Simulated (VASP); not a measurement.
# Rb (P6_3/mmc) in VASP: further runs

Rb is run at these levels: PBE; tasks: single point.

Program: VASP 6.6.1. These are calculated values, not measurements. Logs are shortened: lines on timing, memory, paths and dates and some standing lists are left out, and cuts for length are marked.

### Step 1. The cell of the first run

It takes space group P6_3/mmc (No. 194, hexagonal). The conventional cell has a = 5.231 Å, b = 5.231 Å, c = 17.258 Å, α = 90.00°, β = 90.00°, γ = 120.00°.

This isn't the form of Rb at room conditions, which is bcc.

### Step 2. Single point, PBE (102.24 Å³/atom)

Input file INCAR:

```
SYSTEM = Rb
  PREC = Accurate
  ENCUT = 500
  EDIFF = 1E-6
  ISMEAR = -1
  SIGMA = 0.1
  LREAL = .FALSE.
  LASPH = .TRUE.
  NELM = 120
  ALGO = Normal
  ISIF = 2
  LWAVE = .FALSE.
  LCHARG = .FALSE.
  GGA = PE
  NBANDS = 26
  GGA_COMPAT = .FALSE.
```

Input file KPOINTS:

```
regular mesh
0
G
  8 8 3
  0 0 0
```

Input file POSCAR:

```
Rb
1.0
    5.2309996972      0.0000000000      0.0000000000
   -2.6154998486      4.5301786250      0.0000000000
    0.0000000000      0.0000000000     17.2577269475
Rb
4
Direct
    1.0000000000      1.0000000000      0.0000000000
    0.0000000000      1.0000000000      0.5000000000
    0.3333333333      0.6666666667      0.2500000000
    0.6666666667      0.3333333333      0.7500000000
```

Potentials or basis: VASP PAW PBE potentials, release 64 (Rb_sv).

On the command line:

```sh
$ cat potpaw_PBE.64/Rb_sv/POTCAR > POTCAR
$ mpirun -np 1 vasp_std > vasp.out
```

OUTCAR:

```text
SYSTEM = Rb
   PREC = Accurate
   ENCUT = 500
   EDIFF = 1E-6
   ISMEAR = -1
   LREAL = .FALSE.
   LASPH = .TRUE.
   NELM = 120
   ISIF = 2
   GGA = PE

 ion  position               nearest neighbor table
   1  0.000  0.000  0.000-   3 5.27   4 5.27   4 5.27   3 5.27   4 5.27   3 5.27
   2  0.000  0.000  0.500-   3 5.27   4 5.27   4 5.27   3 5.27   4 5.27   3 5.27
   3  0.333  0.667  0.250-   1 5.27   2 5.27   1 5.27   2 5.27   1 5.27   2 5.27
   4  0.667  0.333  0.750-   1 5.27   2 5.27   1 5.27   2 5.27   1 5.27   2 5.27

  LATTYP: Found a hexagonal cell.
 ALAT       =     5.2309996972
 C/A-ratio  =     3.2991259695

  Lattice vectors:

 A1 = (   5.2309996972,   0.0000000000,   0.0000000000)
 A2 = (  -2.6154998486,   4.5301786250,   0.0000000000)
 A3 = (   0.0000000000,   0.0000000000,  17.2577269475)

Analysis of symmetry for initial positions (statically):
=====================================================================
 Subroutine PRICEL returns:
 Original cell was already a primitive cell.

 Routine SETGRP: Setting up the symmetry group for a
 hexagonal supercell.

 Subroutine GETGRP returns: Found 24 space group operations
 (whereof 12 operations were pure point group operations)
 out of a pool of 24 trial point group operations.

The static configuration has the point symmetry D_3d.
 The point group associated with its full space group is D_6h.

Analysis of symmetry for dynamics (positions and initial velocities):
=====================================================================
 Subroutine PRICEL returns:
 Original cell was already a primitive cell.

 Routine SETGRP: Setting up the symmetry group for a
 hexagonal supercell.

 Subroutine GETGRP returns: Found 24 space group operations
 (whereof 12 operations were pure point group operations)
 out of a pool of 24 trial point group operations.

The dynamic configuration has the point symmetry D_3d.
 The point group associated with its full space group is D_6h.

 Subroutine INISYM returns: Found 24 space group operations
 (whereof 12 operations are pure point group operations),
 and found     1 'primitive' translations

----------------------------------------------------------------------------------------

                                     Primitive cell

  volume of cell :     408.9626

  direct lattice vectors                    reciprocal lattice vectors
     5.230999697  0.000000000  0.000000000     0.191168048  0.110370924  0.000000000
    -2.615499849  4.530178625  0.000000000     0.000000000  0.220741848  0.000000000
     0.000000000  0.000000000 17.257726948     0.000000000  0.000000000  0.057945059

  length of vectors
     5.230999697  5.230999697 17.257726948     0.220741848  0.220741848  0.057945059

  position of ions in fractional coordinates (direct lattice)
     0.000000000  0.000000000  0.000000000
     0.000000000  0.000000000  0.500000000
     0.333333333  0.666666667  0.250000000
     0.666666667  0.333333333  0.750000000

  ion indices of the primitive-cell ions
   primitive index   ion index
                 1           1
                 2           2
                 3           3
                 4           4

----------------------------------------------------------------------------------------

 KPOINTS: regular mesh

Automatic generation of k-mesh.
 Grid dimensions read from file:
 generate k-points for:    8    8    3

 Generating k-lattice:

  Cartesian coordinates                     Fractional coordinates (reciprocal lattice)
     0.023896006  0.013796365  0.000000000     0.125000000  0.000000000  0.000000000
     0.000000000  0.027592731  0.000000000     0.000000000  0.125000000  0.000000000
     0.000000000  0.000000000  0.019315020     0.000000000  0.000000000  0.333333333

  Length of vectors
     0.027592731  0.027592731  0.019315020

  Shift w.r.t. Gamma in fractional coordinates (k-lattice)
     0.000000000  0.000000000  0.000000000

 Subroutine IBZKPT returns following result:
 ===========================================

 Found     20 irreducible k-points:

 Following reciprocal coordinates:
            Coordinates               Weight
  0.000000  0.000000  0.000000      1.000000
  0.125000 -0.000000  0.000000      6.000000
  0.250000 -0.000000  0.000000      6.000000
  0.375000 -0.000000  0.000000      6.000000
  0.500000 -0.000000  0.000000      3.000000
  0.125000  0.125000  0.000000      6.000000
[... 12 lines left out ...]
  0.250000  0.250000  0.333333     12.000000
  0.375000  0.250000  0.333333     12.000000
   k-points           NKPTS =     20   k-points in BZ     NKDIM =     20   number of bands    NBANDS=     26
   number of dos      NEDOS =    301   number of ions     NIONS =      4
   total plane-waves  NPLWV = 201600
   dimension x,y,z NGX =    40 NGY =   40 NGZ =  126
   dimension x,y,z NGXF=    80 NGYF=   80 NGZF=  252
   ions per type =               4
   NGX,Y,Z   is equivalent  to a cutoff of  12.71, 12.71, 12.14 a.u.
   NGXF,Y,Z  is equivalent  to a cutoff of  25.42, 25.42, 24.28 a.u.
 SYSTEM =  Rb
   PREC   = accura    normal or accurate (medium, high low for compatibility)
   ISTART =      0    job   : 0-new  1-cont  2-samecut
   ICHARG =      2    charge: 1-file 2-atom 10-const
   ISPIN  =      1    spin polarized calculation?
   LNONCOLLINEAR =      F non collinear calculations
   LSORBIT =      F    spin-orbit coupling
   LASPH  =      T    aspherical Exc in radial PAW
   ENCUT  =  500.0 eV  36.75 Ry    6.06 a.u.   9.54  9.54 31.46*2*pi/ulx,y,z
   NELM   =    120;   NELMIN=  2; NELMDL= -5     # of ELM steps
   EDIFF  = 0.1E-05   stopping-criterion for ELM
   LREAL  =      F    real-space projection
   EDIFFG = 0.1E-04   stopping-criterion for IOM
   NSW    =      0    number of steps for IOM
   IBRION =     -1    ionic relax: 0-MD 1-quasi-New 2-CG
   NFREE  =      0    steps in history (QN), initial steepest desc. (CG)
   ISIF   =      2    stress and relaxation
   ISYM   =      2    0-nonsym 1-usesym 2-fastsym
   POTIM  = 0.5000    time-step for ionic-motion
   TEBEG  =    0.0;   TEEND  =   0.0 temperature during run
   PSTRESS=    0.0 pullay stress
   NELECT =      36.0000    total number of electrons
   NUPDOWN=      -1.0000    fix difference up-down
   EMIN   =  10.00;   EMAX   =-10.00  energy-range for DOS
   EFERMI =   0.00;   METHOD = LEGACY
   ISMEAR =    -1;   SIGMA  =   0.10  broadening in eV -4-tet -1-fermi 0-gaus
   EFERMI_NEDOS =   21; number of points for ismear=-14 and -15
   IALGO  =     38    algorithm
   IMIX   =      4    mixing-type and parameters
     AMIX     =   0.40;   BMIX     =  1.00
     AMIX_MAG =   1.60;   BMIX_MAG =  1.00
  volume/ion in A,a.u.               =     102.24       689.95
  Fermi-wavevector in a.u.,A,eV,Ry     =   0.728251  1.376195  7.215844  0.530350
  Thomas-Fermi vector in A             =   1.819678
   LORBIT       =      0    0 simple, 1 ext, 2 COOP (PROOUT), +10 PAW based schemes
   GGA     = PE    functional components
   LHFCALC =     F    Hartree Fock is set to
   AEXX    =    0.0000 exact exchange contribution
   IVDW    =     0    specifies the selected vdW correction
   LEPSILON=     F    determine dielectric tensor
   LRPA    =     F    only Hartree local field effects (RPA)
 non-spin polarized calculation
  energy-cutoff  :      500.00
  volume of cell :      408.96
 maximum number of plane-waves:     10479
 NGX is ok and might be reduce to    40
   NGX = 19   NGY = 19   NGZ = 63

 number of electron      35.9999999 magnetization

 Free energy of the ion-electron system (eV)
  ---------------------------------------------------
  ext. energy  EPLUGINS =         0.00000000
  ---------------------------------------------------
  free energy    TOTEN  =        -3.77054124 eV

  energy without entropy =       -3.64192170  energy(sigma->0) =       -3.70623147

 E-fermi :  -0.2436     XC(G=0):  -5.1931

 val. band max:       -0.2837522747   @ k =   0.2500   0.2500   0.3333
 cond. band min:      -0.1903646195   @ k =   0.3750   0.1250   0.3333
 fundamental gap:      0.0933876552
 Fermi energy:        -0.2436030418

 k-point     1 :       0.0000    0.0000    0.0000
  band No.  band energies     occupation
      1     -29.1968      2.00000
      2     -29.1961      2.00000
      3     -29.1955      2.00000
      4     -29.1947      2.00000
      5     -13.3091      2.00000
      6     -13.2799      2.00000
[... 18 lines left out ...]
     25       3.1117      0.00000
     26       3.1872      0.00000

 k-point     2 :       0.1250   -0.0000    0.0000
  band No.  band energies     occupation
      1     -29.1965      2.00000
      2     -29.1959      2.00000
      3     -29.1953      2.00000
      4     -29.1946      2.00000
      5     -13.3061      2.00000
      6     -13.2808      2.00000
[... 18 lines left out ...]
     25       2.7791      0.00000
     26       2.7831      0.00000

 k-point     3 :       0.2500   -0.0000    0.0000
  band No.  band energies     occupation
      1     -29.1958      2.00000
      2     -29.1954      2.00000
      3     -29.1947      2.00000
      4     -29.1942      2.00000
      5     -13.2985      2.00000
      6     -13.2885      2.00000
[... 18 lines left out ...]
     25       2.1467      0.00000
     26       2.1723      0.00000

 k-point     4 :       0.3750   -0.0000    0.0000
  band No.  band energies     occupation
      1     -29.1951      2.00000
      2     -29.1948      2.00000
      3     -29.1942      2.00000
      4     -29.1940      2.00000
      5     -13.3036      2.00000
      6     -13.3029      2.00000
[... 18 lines left out ...]
     25       1.9040      0.00000
     26       1.9253      0.00000
[... 380 lines left out ...]
      1     -29.1947      2.00000
      2     -29.1947      2.00000
      3     -29.1940      2.00000
      4     -29.1939      2.00000
      5     -13.3052      2.00000
      6     -13.3039      2.00000
[... 18 lines left out ...]
     25       1.6573      0.00000
     26       1.7071      0.00000

 k-point    19 :       0.2500    0.2500    0.3333
  band No.  band energies     occupation
      1     -29.1947      2.00000
      2     -29.1947      2.00000
      3     -29.1940      2.00000
      4     -29.1939      2.00000
      5     -13.2991      2.00000
      6     -13.2985      2.00000
[... 18 lines left out ...]
     25       1.6302      0.00000
     26       1.8206      0.00000

 k-point    20 :       0.3750    0.2500    0.3333
  band No.  band energies     occupation
      1     -29.1945      2.00000
      2     -29.1945      2.00000
      3     -29.1939      2.00000
      4     -29.1938      2.00000
      5     -13.3003      2.00000
      6     -13.2994      2.00000
[... 18 lines left out ...]
     25       1.3165      0.00000
     26       1.4664      0.00000

------------------------ aborting loop because EDIFF is reached ----------------------------------------

  FORCE on cell =-STRESS in cart. coord.  units (eV):
  Direction    XX          YY          ZZ          XY          YZ          ZX
  --------------------------------------------------------------------------------------
  -------------------------------------------------------------------------------------
  Total       -0.5645640     -0.5645640     -0.7162028      0.0000000      0.0000000      0.0000000
  in kB       -2.2117710     -2.2117710     -2.8058403      0.0000000      0.0000000      0.0000000
  external PRESSURE =      -2.4097941 kB  Pullay stress =       0.0000000 kB

 VOLUME and BASIS-vectors are now :
 -----------------------------------------------------------------------------
  energy-cutoff  :      500.00
  volume of cell :      408.96
      direct lattice vectors                 reciprocal lattice vectors
     5.230999697  0.000000000  0.000000000     0.191168048  0.110370924  0.000000000
    -2.615499849  4.530178625  0.000000000     0.000000000  0.220741848  0.000000000
     0.000000000  0.000000000 17.257726948     0.000000000  0.000000000  0.057945059

 POSITION                                       TOTAL-FORCE (eV/Angst)
 -----------------------------------------------------------------------------------
      0.00000      0.00000      0.00000         0.000000      0.000000     -0.000000
      0.00000      0.00000      8.62886         0.000000      0.000000     -0.000000
     -0.00000      3.02012      4.31443        -0.000000      0.000000     -0.000000
      2.61550      1.51006     12.94330         0.000000     -0.000000      0.000000
 -----------------------------------------------------------------------------------
    total drift:                                0.000000      0.000000      0.000000

  FREE ENERGIE OF THE ION-ELECTRON SYSTEM (eV)
  ---------------------------------------------------
  free  energy   TOTEN  =        -3.7705412379 eV

  energy  without entropy=       -3.6419216968  energy(sigma->0) =       -3.70623147
```

Run time: 77 s. Hardware: 1 thread of Intel Xeon 6975P-C (Granite Rapids), shared host; peak memory 0.53 GiB.

Results:

```
Free energy            : -3.7705 eV
Pressure               : -0.2 GPa
Band gap on the k mesh : zero (bands 18 and 19 overlap by 1.78 eV)
```

### Step 3. Single point, PBE

This run uses another cell than the first one, of 91.29 Å³/atom.

Input file INCAR:

```
  PREC = Accurate
  ENCUT = 500
  EDIFF = 1E-6
  ISMEAR = -1
  SIGMA = 0.1
  LREAL = False
  LASPH = True
  NELM = 120
  ALGO = Normal
  ISIF = 2
  LWAVE = False
  LCHARG = False
  GGA = PE
  NBANDS = 26
  GGA_COMPAT = False
```

Input file KPOINTS:

```
Automatic mesh
0
Gamma
  10 10 3
```

Input file POSCAR:

```
Rb
1.0
    5.0370781311      0.0000000000      0.0000000000
   -2.5185390655      4.3622376224      0.0000000000
    0.0000000000      0.0000000000     16.6179552725
Rb
4
Direct
    1.0000000000      1.0000000000      0.0000000000
    0.0000000000      1.0000000000      0.5000000000
    0.3333333333      0.6666666667      0.2500000000
    0.6666666667      0.3333333333      0.7500000000
```

Potentials or basis: VASP PAW PBE potentials, release 64 (Rb_sv).

On the command line:

```sh
$ cat potpaw_PBE.64/Rb_sv/POTCAR > POTCAR
$ mpirun -np 1 vasp_std > vasp.out
```

OUTCAR:

```text
PREC = Accurate
   ENCUT = 500
   EDIFF = 1E-6
   ISMEAR = -1
   LREAL = False
   LASPH = True
   NELM = 120
   ISIF = 2
   GGA = PE

 ion  position               nearest neighbor table
   1  0.000  0.000  0.000-   3 5.07   4 5.07   3 5.07   4 5.07   4 5.07   3 5.07
   2  0.000  0.000  0.500-   3 5.07   4 5.07   3 5.07   4 5.07   4 5.07   3 5.07
   3  0.333  0.667  0.250-   1 5.07   2 5.07   1 5.07   2 5.07   1 5.07   2 5.07
   4  0.667  0.333  0.750-   1 5.07   2 5.07   1 5.07   2 5.07   1 5.07   2 5.07

  LATTYP: Found a hexagonal cell.
[... 898 lines left out ...]
  --------------------------------------------------------------------------------------
  -------------------------------------------------------------------------------------
  Total        0.0604167      0.0604167     -0.0580302      0.0000000     -0.0000000     -0.0000000
  in kB        0.2650954      0.2650954     -0.2546239      0.0000000     -0.0000000     -0.0000000
  external PRESSURE =       0.0918556 kB  Pullay stress =       0.0000000 kB

 VOLUME and BASIS-vectors are now :
 -----------------------------------------------------------------------------
  energy-cutoff  :      500.00
  volume of cell :      365.15
      direct lattice vectors                 reciprocal lattice vectors
     5.037078131  0.000000000  0.000000000     0.198527792  0.114620074  0.000000000
    -2.518539066  4.362237622  0.000000000     0.000000000  0.229240148  0.000000000
     0.000000000  0.000000000 16.617955273     0.000000000  0.000000000  0.060175875

 POSITION                                       TOTAL-FORCE (eV/Angst)
 -----------------------------------------------------------------------------------
      0.00000      0.00000      0.00000        -0.000000      0.000000     -0.000000
      0.00000      0.00000      8.30898        -0.000000      0.000000     -0.000000
     -0.00000      2.90816      4.15449         0.000000      0.000000      0.000000
      2.51854      1.45408     12.46347        -0.000000     -0.000000      0.000000
 -----------------------------------------------------------------------------------
    total drift:                                0.000000      0.000000      0.000000

  FREE ENERGIE OF THE ION-ELECTRON SYSTEM (eV)
  ---------------------------------------------------
  free  energy   TOTEN  =        -3.8079396728 eV

  energy  without entropy=       -3.6894455911  energy(sigma->0) =       -3.74869263
```

OSZICAR:

```text
N       E                     dE             d eps       ncg     rms          rms(c)
DAV:   1     0.259672347293E+03    0.25967E+03   -0.13214E+04  1496   0.103E+03
DAV:   2     0.266320582857E+02   -0.23304E+03   -0.22810E+03  2038   0.221E+02
DAV:   3    -0.286121568585E+01   -0.29493E+02   -0.29355E+02  2152   0.707E+01
DAV:   4    -0.376491767718E+01   -0.90370E+00   -0.90185E+00  1892   0.140E+01
DAV:   5    -0.380178364973E+01   -0.36866E-01   -0.36862E-01  2252   0.248E+00    0.242E+00
DAV:   6    -0.380408816160E+01   -0.23045E-02   -0.11163E-02  1886   0.527E-01    0.146E+00
DAV:   7    -0.380746108381E+01   -0.33729E-02   -0.11244E-02  1666   0.486E-01    0.913E-02
DAV:   8    -0.380788251091E+01   -0.42143E-03   -0.69173E-04  1860   0.136E-01    0.269E-02
DAV:   9    -0.380793257904E+01   -0.50068E-04   -0.41795E-05  2002   0.351E-02    0.119E-02
DAV:  10    -0.380793975693E+01   -0.71779E-05   -0.18584E-05  1676   0.195E-02    0.241E-03
DAV:  11    -0.380793967278E+01    0.84152E-07   -0.92951E-07  1228   0.506E-03
   1 F= -.38079397E+01 E0= -.37486926E+01  d E =-.118494E+00
```

Run time: 2.2 min. Hardware: 1 thread of Intel Xeon 6975P-C (Granite Rapids), shared host; peak memory 0.54 GiB.

What came out:

```
Free energy            : -3.8079 eV
Pressure               : 0.0 GPa
Band gap on the k mesh : zero (bands 18 and 19 overlap by 2.10 eV)
```

Levels at points of the mesh, in eV from the Fermi level:
| k point | band 16 | band 17 | band 18 | band 19 | band 20 | band 21 |
| --- | --- | --- | --- | --- | --- | --- |
| (0.00, 0.00, 0.00) | -12.93 | -1.96 | -1.30 | -1.30 | 0.12 | 0.64 |
| (0.50, 0.00, 0.00) | -12.95 | 0.09 | 0.24 | 0.43 | 0.49 | 0.86 |

### Step 4. Single point, PBE (80.33 Å³/atom)

This run uses another cell than the first one, of 80.33 Å³/atom.

Input file INCAR:

```
SYSTEM = Rb
PREC = Accurate
ENCUT = 500
EDIFF = 1E-6
ISMEAR = -1
SIGMA = 0.1
LREAL = .False.
LASPH = .True.
NELM = 120
ALGO = Normal
ISIF = 2
LWAVE = .False.
LCHARG = .True.
GGA = PE
LELF = .True.
LVHAR = .True.
NBANDS = 26
GGA_COMPAT = .False.
```

Input file KPOINTS:

```
Automatic mesh
0
Gamma
  8 8 3
  0 0 0
```

Input file POSCAR:

```
Rb
1.0
    4.8269512358      0.0000000000      0.0000000000
   -2.4134756179      4.1802623930      0.0000000000
    0.0000000000      0.0000000000     15.9247201753
Rb
4
Direct
    1.0000000000      1.0000000000      0.0000000000
    0.0000000000      1.0000000000      0.5000000000
    0.3333333333      0.6666666667      0.2500000000
    0.6666666667      0.3333333333      0.7500000000
```

On the command line:

```sh
$ cat potpaw_PBE.64/Rb_sv/POTCAR > POTCAR
$ mpirun -np 1 vasp_std > vasp.out
```

It took 1.7 min on 1 thread of Intel Xeon Platinum 8488C (Sapphire Rapids), shared host; peak memory 0.44 GiB.

The run converged. Its results:

```
Free energy            : -3.7454 eV
Pressure               : 0.5 GPa
Band gap on the k mesh : zero (bands 18 and 19 overlap by 2.03 eV)
```

Stress tensor (GPa, compression positive):
```
0.49 0.00 0.00
0.00 0.49 0.00
0.00 0.00 0.39
```

Levels at points of the mesh, in eV from the Fermi level:
```tsv
k point	band 15	band 16	band 17	band 18	band 19	band 20	band 21	band 22
(0.00, 0.00, 0.00)	-12.86	-12.86	-2.14	-1.40	-1.40	0.09	0.72	2.34
(0.50, 0.00, 0.00)	-12.89	-12.88	0.09	0.26	0.39	0.47	0.92	1.01
```

### Step 5. Overview

```csv
cell,k mesh,gap on the mesh (eV),pressure (GPa)
"a = 5.231, b = 5.231, c = 17.258 Å, angles 90.0, 90.0, 120.0°, 4 atoms",8 × 8 × 3,none,-0.2
"a = 5.037, b = 5.037, c = 16.618 Å, angles 90.0, 90.0, 120.0°, 4 atoms",10 × 10 × 3,none,0.0
"a = 4.827, b = 4.827, c = 15.925 Å, angles 90.0, 90.0, 120.0°, 4 atoms",8 × 8 × 3,none,0.5
```

Alike in all rows: task single point; level PBE; potentials or basis VASP PAW PBE potentials, release 64 (Rb_sv); no spin polarisation; cutoff (eV) 500; smearing fermi-dirac 0.1 eV.

Absolute energies hang on the potentials; compare differences alone.
